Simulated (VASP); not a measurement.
A run of VASP 6.6.1 is set up as follows.

INCAR

```
PREC = Accurate ; ENCUT = 600
EDIFF = 1E-6 ; ISMEAR = 0
SIGMA = 0.05 ; LREAL = F
LASPH = T ; NELM = 120
ALGO = Normal ; ISIF = 2
LWAVE = F ; LCHARG = F
GGA = PE ; NBANDS = 11
GGA_COMPAT = F
```

The input KPOINTS:

```
regular mesh
0
Gamma
  10 10 10
```

Contents of POSCAR:

```
BN
1.0
    0.0000000000      1.8075000000      1.8075000000
    1.8075000000      0.0000000000      1.8075000000
    1.8075000000      1.8075000000      0.0000000000
B N
1 1
Direct
    0.0000000000      0.0000000000      0.0000000000
    0.2500000000      0.2500000000      0.2500000000
```

Potentials or basis: VASP PAW PBE potentials, release 64 (B, N).

Run with:

```sh
$ cat potpaw_PBE.64/B/POTCAR potpaw_PBE.64/N/POTCAR > POTCAR
$ mpirun -np 1 vasp_std > vasp.out
```

Question: Estimate the pressure.

Answer: 3.0 GPa.

Question: What does it give for the band gap on the k mesh?

Answer: 4.46 eV, indirect (least direct gap 8.82 eV).

A k mesh can miss the band edges. PBE gaps usually lie below the measured ones, often by a third to a half.
